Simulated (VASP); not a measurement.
# Eu3Si (Pm-3m) in VASP: a series of runs

The runs below take Eu3Si through single point, with PBE.

All numbers are computed with VASP 6.6.1; they aren't measurements. Logs are shortened: lines on timing, memory, paths and dates and some standing lists are left out, and cuts for length are marked.

## (1) The cell of the first run

It takes space group Pm-3m (No. 221, cubic). Conventional cell: a = 4.870 Å, b = 4.870 Å, c = 4.870 Å, α = 90.00°, β = 90.00°, γ = 90.00°. Eu (site symmetry 4/mmm) has 8 Eu at 3.44 Å and 4 Si at 3.44 Å within 4.5 Å. Si (site symmetry m-3m) has 12 Eu at 3.44 Å within 4.5 Å.

## (2) Single point, PBE, collinear spin, ferromagnetic start (28.87 Å³/atom)

The input, INCAR:

```
SYSTEM = Eu3Si
  PREC = Accurate
  ENCUT = 520
  EDIFF = 1E-6
  ISMEAR = 0
  SIGMA = 0.05
  LREAL = .FALSE.
  LASPH = .TRUE.
  NELM = 150
  ALGO = Normal
  ISIF = 2
  LWAVE = .FALSE.
  LCHARG = .FALSE.
  ISPIN = 2
  MAGMOM = 7.69 7.69 7.69 0
  LORBIT = 11
  LMAXMIX = 6
  GGA = PE
  NBANDS = 40
```

The input, KPOINTS:

```
Automatic mesh
0
G
  8 8 8
  0 0 0
```

The input, POSCAR:

```
Eu3Si
1.0
    4.8699483457      0.0000000000      0.0000000000
    0.0000000000      4.8699483457      0.0000000000
    0.0000000000      0.0000000000      4.8699483457
Eu Si
3 1
Direct
    0.0000000000      0.5000000000      0.5000000000
    0.5000000000      0.5000000000      0.0000000000
    0.5000000000      0.0000000000      0.5000000000
    0.0000000000      0.0000000000      0.0000000000
```

Potentials or basis: VASP PAW PBE potentials, release 64 (Eu, Si).

Run with:

```
$ cat potpaw_PBE.64/Eu/POTCAR potpaw_PBE.64/Si/POTCAR > POTCAR
$ mpirun -np 1 vasp_std > vasp.out
```

OUTCAR:

```text
SYSTEM = Eu3Si
   PREC = Accurate
   ENCUT = 520
   EDIFF = 1E-6
   ISMEAR = 0
   LREAL = .FALSE.
   LASPH = .TRUE.
   NELM = 150
   ISIF = 2
   ISPIN = 2
   LORBIT = 11
   GGA = PE

 ion  position               nearest neighbor table
   1  0.000  0.500  0.500-   2 3.44   3 3.44   2 3.44   3 3.44   2 3.44   3 3.44   2 3.44   3 3.44

   2  0.500  0.500  0.000-   1 3.44   3 3.44   1 3.44   3 3.44   3 3.44   3 3.44   1 3.44   1 3.44

   3  0.500  0.000  0.500-   1 3.44   2 3.44   2 3.44   1 3.44   2 3.44   2 3.44   1 3.44   1 3.44

   4  0.000  0.000  0.000-

  LATTYP: Found a simple cubic cell.
 ALAT       =     4.8699483457

  Lattice vectors:

 A1 = (   4.8699483457,   0.0000000000,   0.0000000000)
 A2 = (   0.0000000000,   4.8699483457,   0.0000000000)
 A3 = (   0.0000000000,   0.0000000000,   4.8699483457)

Analysis of symmetry for initial positions (statically):
=====================================================================
 Subroutine PRICEL returns:
 Original cell was already a primitive cell.

 Routine SETGRP: Setting up the symmetry group for a
 simple cubic supercell.

 Subroutine GETGRP returns: Found 48 space group operations
 (whereof 48 operations were pure point group operations)
 out of a pool of 48 trial point group operations.

The static configuration has the point symmetry O_h .

Analysis of symmetry for dynamics (positions and initial velocities):
=====================================================================
 Subroutine PRICEL returns:
 Original cell was already a primitive cell.

 Routine SETGRP: Setting up the symmetry group for a
 simple cubic supercell.

 Subroutine GETGRP returns: Found 48 space group operations
 (whereof 48 operations were pure point group operations)
 out of a pool of 48 trial point group operations.

The dynamic configuration has the point symmetry O_h .

Analysis of structural, dynamic, and magnetic symmetry:
=====================================================================
 Subroutine PRICEL returns:
 Original cell was already a primitive cell.

 Routine SETGRP: Setting up the symmetry group for a
 simple cubic supercell.

 Subroutine GETGRP returns: Found 48 space group operations
 (whereof 48 operations were pure point group operations)
 out of a pool of 48 trial point group operations.

The overall configuration has the point symmetry O_h .

 Subroutine INISYM returns: Found 48 space group operations
 (whereof 48 operations are pure point group operations),
 and found     1 'primitive' translations

----------------------------------------------------------------------------------------

                                     Primitive cell

  volume of cell :     115.4976

  direct lattice vectors                    reciprocal lattice vectors
     4.869948346  0.000000000  0.000000000     0.205340987  0.000000000  0.000000000
     0.000000000  4.869948346  0.000000000     0.000000000  0.205340987  0.000000000
     0.000000000  0.000000000  4.869948346     0.000000000  0.000000000  0.205340987

  length of vectors
     4.869948346  4.869948346  4.869948346     0.205340987  0.205340987  0.205340987

  position of ions in fractional coordinates (direct lattice)
     0.000000000  0.500000000  0.500000000
     0.500000000  0.500000000  0.000000000
     0.500000000  0.000000000  0.500000000
     0.000000000  0.000000000  0.000000000

  ion indices of the primitive-cell ions
   primitive index   ion index
                 1           1
                 2           2
                 3           3
                 4           4

----------------------------------------------------------------------------------------

 KPOINTS: Automatic mesh

Automatic generation of k-mesh.
 Grid dimensions read from file:
 generate k-points for:    8    8    8

 Generating k-lattice:

  Cartesian coordinates                     Fractional coordinates (reciprocal lattice)
     0.025667623  0.000000000  0.000000000     0.125000000  0.000000000  0.000000000
     0.000000000  0.025667623  0.000000000     0.000000000  0.125000000  0.000000000
     0.000000000  0.000000000  0.025667623     0.000000000  0.000000000  0.125000000

  Length of vectors
     0.025667623  0.025667623  0.025667623

  Shift w.r.t. Gamma in fractional coordinates (k-lattice)
     0.000000000  0.000000000  0.000000000

 Subroutine IBZKPT returns following result:
 ===========================================

 Found     35 irreducible k-points:

 Following reciprocal coordinates:
            Coordinates               Weight
  0.000000  0.000000  0.000000      1.000000
  0.125000  0.000000  0.000000      6.000000
  0.250000  0.000000  0.000000      6.000000
  0.375000  0.000000  0.000000      6.000000
  0.500000  0.000000  0.000000      3.000000
  0.125000  0.125000  0.000000     12.000000
[... 16 lines left out ...]
  0.375000  0.375000  0.125000     24.000000
  0.500000  0.375000  0.125000     24.000000
 [... further k-points ...]
   k-points           NKPTS =     35   k-points in BZ     NKDIM =     35   number of bands    NBANDS=     40
   number of dos      NEDOS =    301   number of ions     NIONS =      4
   total plane-waves  NPLWV =  46656
   dimension x,y,z NGX =    36 NGY =   36 NGZ =   36
   dimension x,y,z NGXF=    72 NGYF=   72 NGZF=   72
   ions per type =               3   1
   NGX,Y,Z   is equivalent  to a cutoff of  12.29, 12.29, 12.29 a.u.
   NGXF,Y,Z  is equivalent  to a cutoff of  24.58, 24.58, 24.58 a.u.
 SYSTEM =  Eu3Si
   PREC   = accura    normal or accurate (medium, high low for compatibility)
   ISTART =      0    job   : 0-new  1-cont  2-samecut
   ICHARG =      2    charge: 1-file 2-atom 10-const
   ISPIN  =      2    spin polarized calculation?
   LNONCOLLINEAR =      F non collinear calculations
   LSORBIT =      F    spin-orbit coupling
   LASPH  =      T    aspherical Exc in radial PAW
   ENCUT  =  520.0 eV  38.22 Ry    6.18 a.u.   9.05  9.05  9.05*2*pi/ulx,y,z
   NELM   =    150;   NELMIN=  2; NELMDL= -5     # of ELM steps
   EDIFF  = 0.1E-05   stopping-criterion for ELM
   LREAL  =      F    real-space projection
   EDIFFG = 0.1E-04   stopping-criterion for IOM
   NSW    =      0    number of steps for IOM
   IBRION =     -1    ionic relax: 0-MD 1-quasi-New 2-CG
   NFREE  =      0    steps in history (QN), initial steepest desc. (CG)
   ISIF   =      2    stress and relaxation
   ISYM   =      2    0-nonsym 1-usesym 2-fastsym
   POTIM  = 0.5000    time-step for ionic-motion
   TEBEG  =    0.0;   TEEND  =   0.0 temperature during run
   PSTRESS=    0.0 pullay stress
   NELECT =      55.0000    total number of electrons
   NUPDOWN=      -1.0000    fix difference up-down
   EMIN   =  10.00;   EMAX   =-10.00  energy-range for DOS
   EFERMI =   0.00;   METHOD = LEGACY
   ISMEAR =     0;   SIGMA  =   0.05  broadening in eV -4-tet -1-fermi 0-gaus
   EFERMI_NEDOS =   21; number of points for ismear=-14 and -15
   IALGO  =     38    algorithm
   IMIX   =      4    mixing-type and parameters
     AMIX     =   0.40;   BMIX     =  1.00
     AMIX_MAG =   1.60;   BMIX_MAG =  1.00
  volume/ion in A,a.u.               =      28.87       194.85
  Fermi-wavevector in a.u.,A,eV,Ry     =   1.278414  2.415851 22.236563  1.634341
  Thomas-Fermi vector in A             =   2.410958
   LORBIT       =     11    0 simple, 1 ext, 2 COOP (PROOUT), +10 PAW based schemes
   GGA     = PE    functional components
   LHFCALC =     F    Hartree Fock is set to
   AEXX    =    0.0000 exact exchange contribution
   IVDW    =     0    specifies the selected vdW correction
   LEPSILON=     F    determine dielectric tensor
   LRPA    =     F    only Hartree local field effects (RPA)
 spin polarized calculation
 Gauss-broadening in eV      SIGMA  =   0.05
  energy-cutoff  :      520.00
  volume of cell :      115.50
 maximum number of plane-waves:      3136
   NGX = 19   NGY = 19   NGZ = 19

 number of electron      55.0000008 magnetization      21.6609608

 Free energy of the ion-electron system (eV)
  ---------------------------------------------------
  ext. energy  EPLUGINS =         0.00000000
  ---------------------------------------------------
  free energy    TOTEN  =       -40.75498477 eV

  energy without entropy =      -40.75199950  energy(sigma->0) =      -40.75349213

 E-fermi :   3.5857     XC(G=0):  -9.9633

 val. band max:        3.5751776817   @ k =   0.2500   0.1250   0.1250
 cond. band min:       3.6105156423   @ k =   0.2500   0.2500   0.0000
 fundamental gap:      0.0353379606
 Fermi energy:         3.5857394032

 spin component 1

 k-point     1 :       0.0000    0.0000    0.0000
  band No.  band energies     occupation
      1     -37.9323      1.00000
      2     -37.7743      1.00000
      3     -37.7743      1.00000
      4     -17.1299      1.00000
      5     -17.1299      1.00000
      6     -17.1299      1.00000
[... 31 lines left out ...]
     38       3.2870      1.00000
     39       3.2870      1.00000
[... 964 lines left out ...]
     38       3.3333      1.00000
     39       3.9492      0.00000

 [... further k-points ...]

 spin component 2

 k-point     1 :       0.0000    0.0000    0.0000
  band No.  band energies     occupation
      1     -34.8236      1.00000
      2     -34.6336      1.00000
      3     -34.6336      1.00000
      4     -14.8856      1.00000
      5     -14.8856      1.00000
      6     -14.8856      1.00000
[... 31 lines left out ...]
     38       8.0932      0.00000
     39       8.1856      0.00000
[... 964 lines left out ...]
     38       8.0886      0.00000
     39       8.0995      0.00000

 [... further k-points ...]

 [bands above 39 left out]

------------------------ aborting loop because EDIFF is reached ----------------------------------------

  FORCE on cell =-STRESS in cart. coord.  units (eV):
  Direction    XX          YY          ZZ          XY          YZ          ZX
  --------------------------------------------------------------------------------------
  -------------------------------------------------------------------------------------
  Total       -0.6258548     -0.6258548     -0.6258548     -0.0000000      0.0000000     -0.0000000
  in kB       -8.6818263     -8.6818263     -8.6818263     -0.0000000      0.0000000     -0.0000000
  external PRESSURE =      -8.6818263 kB  Pullay stress =       0.0000000 kB

 VOLUME and BASIS-vectors are now :
 -----------------------------------------------------------------------------
  energy-cutoff  :      520.00
  volume of cell :      115.50
      direct lattice vectors                 reciprocal lattice vectors
     4.869948346  0.000000000  0.000000000     0.205340987  0.000000000  0.000000000
     0.000000000  4.869948346  0.000000000     0.000000000  0.205340987  0.000000000
     0.000000000  0.000000000  4.869948346     0.000000000  0.000000000  0.205340987

 POSITION                                       TOTAL-FORCE (eV/Angst)
 -----------------------------------------------------------------------------------
      0.00000      2.43497      2.43497         0.000000      0.000000      0.000000
      2.43497      2.43497      0.00000         0.000000      0.000000      0.000000
      2.43497      0.00000      2.43497         0.000000      0.000000      0.000000
      0.00000      0.00000      0.00000         0.000000      0.000000      0.000000
 -----------------------------------------------------------------------------------
    total drift:                                0.000000      0.000000      0.000000

  FREE ENERGIE OF THE ION-ELECTRON SYSTEM (eV)
  ---------------------------------------------------
  free  energy   TOTEN  =       -40.7549847710 eV

  energy  without entropy=      -40.7519994973  energy(sigma->0) =      -40.75349213

 total charge

# of ion       s       p       d       f       tot
--------------------------------------------------
    1        2.072   5.708   0.444   6.582  14.805
    2        2.072   5.708   0.444   6.582  14.805
    3        2.072   5.708   0.444   6.582  14.805
    4        0.762   0.801   0.000   0.000   1.563
--------------------------------------------------
tot          6.978  17.924   1.332  19.745  45.978

 magnetization (x)

# of ion       s       p       d       f       tot
--------------------------------------------------
    1        0.009  -0.095   0.204   6.565   6.684
    2        0.009  -0.095   0.204   6.565   6.684
    3        0.009  -0.095   0.204   6.565   6.684
    4       -0.019  -0.091   0.000   0.000  -0.110
--------------------------------------------------
tot          0.008  -0.376   0.613  19.696  19.941
```

It took 7.5 min on 1 thread of AMD EPYC 9R14 (Zen 4), shared host; peak memory 0.38 GiB.

Results:

* Free energy: -40.7550 eV
* Pressure: -0.9 GPa
* Net moment: 21.66 μB per cell
* Site moments: Eu +6.68; Si -0.11 μB
* Valence electrons inside the program's atomic spheres: Eu 14.80; Si 1.56

Caveat: the highest band is partly filled, so the run has too few bands; spin-orbit coupling is left out, which moves the levels of the heavy elements; semilocal functionals describe open f shells poorly, which spoils levels, moments and volumes.

## (3) Single point, PBE, collinear spin, ferromagnetic start

This run uses another cell than the first one, of 28.31 Å³/atom.

The input, INCAR:

```
SYSTEM = Eu3Si
ALGO     = Normal         ! electronic algorithm
EDIFF    = 1E-6           ! SCF threshold, eV
ENCUT    = 520            ! plane-wave cutoff, eV
GGA      = PE             ! functional
ISIF     = 2              ! what is computed and relaxed
ISMEAR   = 0              ! smearing method
ISPIN    = 2              ! spin polarisation
LASPH    = .TRUE.         ! aspherical terms in the spheres
LCHARG   = .FALSE.        ! write CHGCAR
LMAXMIX  = 6              ! l up to which the mixer works
LORBIT   = 11             ! projections on sites
LREAL    = .FALSE.        ! projectors in reciprocal space
LWAVE    = .FALSE.        ! write WAVECAR
MAGMOM   = 7 7 7 0        ! initial moments
NBANDS   = 40             ! bands
NELM     = 150            ! most SCF steps
PREC     = Accurate       ! precision mode
SIGMA    = 0.05           ! smearing width, eV
```

The input, KPOINTS:

```
k-points
0
G
  8 8 8
  0 0 0
```

The input, POSCAR:

```
Eu3Si
1.0
    4.8379082843      0.0000000000      0.0000000000
    0.0000000000      4.8379082843      0.0000000000
    0.0000000000      0.0000000000      4.8379082843
Eu Si
3 1
Direct
    0.0000000000      0.5000000000      0.5000000000
    0.5000000000      0.5000000000      0.0000000000
    0.5000000000      0.0000000000      0.5000000000
    0.0000000000      0.0000000000      0.0000000000
```

Potentials or basis: VASP PAW PBE potentials, release 64 (Eu, Si).

Run with:

```
$ cat potpaw_PBE.64/Eu/POTCAR potpaw_PBE.64/Si/POTCAR > POTCAR
$ mpirun -np 1 vasp_std > vasp.out
```

Wall time 8.9 min (1 thread of Intel Xeon Platinum 8375C at 2.90GHz (Ice Lake), shared host); peak memory 0.41 GiB.

The run converged. Its results:

```
Free energy                                           : -40.7613 eV
Pressure                                              : -0.2 GPa
Net moment                                            : 21.66 μB per cell
Site moments                                          : Eu +6.68; Si -0.11 μB
Valence electrons inside the program's atomic spheres : Eu 14.81; Si 1.57
```

Levels at points of the mesh, in eV from the Fermi level:
Spin up:
```csv
k point,band 36,band 37,band 38,band 39,band 40
"(0.00, 0.00, 0.00)",-0.32,-0.32,-0.30,-0.30,-0.30
"(0.50, 0.00, 0.00)",-0.33,-0.24,-0.24,0.21,0.80
"(0.50, 0.50, 0.00)",-0.31,-0.28,-0.19,0.61,0.62
"(0.50, 0.50, 0.50)",-0.31,-0.28,-0.14,-0.14,-0.14
```
Spin down:
| k point | band 14 | band 15 | band 16 | band 17 | band 18 | band 19 | band 20 | band 21 |
| --- | --- | --- | --- | --- | --- | --- | --- | --- |
| (0.00, 0.00, 0.00) | -2.18 | -0.16 | -0.16 | 0.09 | 0.09 | 0.09 | 0.53 | 0.53 |
| (0.50, 0.00, 0.00) | -2.90 | -0.88 | -0.88 | -0.60 | 1.16 | 1.46 | 2.50 | 2.55 |
| (0.50, 0.50, 0.00) | -1.90 | -1.90 | -1.41 | 0.73 | 1.42 | 1.42 | 2.05 | 2.54 |
| (0.50, 0.50, 0.50) | -0.63 | -0.63 | -0.63 | -0.33 | -0.33 | -0.33 | 2.86 | 3.21 |

Caveat: the highest band is partly filled, so the run has too few bands; spin-orbit coupling is left out, which moves the levels of the heavy elements; semilocal functionals describe open f shells poorly, which spoils levels, moments and volumes. The state reached can hang on the start; a lower one may exist.
